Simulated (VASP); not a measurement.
Runs of VASP 6.6.1 on AlAs. Symmetry: F-43m, No. 216, cubic system. Conventional cell: a = 5.661 Å, b = 5.661 Å, c = 5.661 Å, α = 90.00°, β = 90.00°, γ = 90.00°. Al (site symmetry -43m) has 4 As at 2.45 Å within 3.2 Å. Within 3.2 Å of As (site symmetry -43m) lie 4 Al at 2.45 Å. 

| level | potentials or basis | cutoff (eV) | gap on the mesh (eV) | pressure (GPa) |
| --- | --- | --- | --- | --- |
| r2SCAN | VASP PAW PBE potentials, release 64 (Al, As) | 550 | 1.79 | 0.7 |
| RPBE | VASP PAW PBE potentials, release 64 (Al, As) | 500 | 1.51 | (a) |
| PBEsol | VASP PAW PBE potentials, release 64 (Al, As) | 500 | 1.31 | 0.8 |
| LDA | VASP PAW LDA potentials, release 64 (Al, As) | 500 | (b) | (c) |

Alike in all rows: task single point; no spin polarisation; cell as given; k mesh 6 × 6 × 6; smearing gaussian 0.01 eV.

Task: Estimate the missing entries.

Result: (a) 4.3; (b) 1.33; (c) -0.9.

Caveats: the PAW data sets were made with another functional, which shifts forces and pressure a little (some runs).

A k mesh can miss the band edges, and the runs leave out spin-orbit coupling on As.
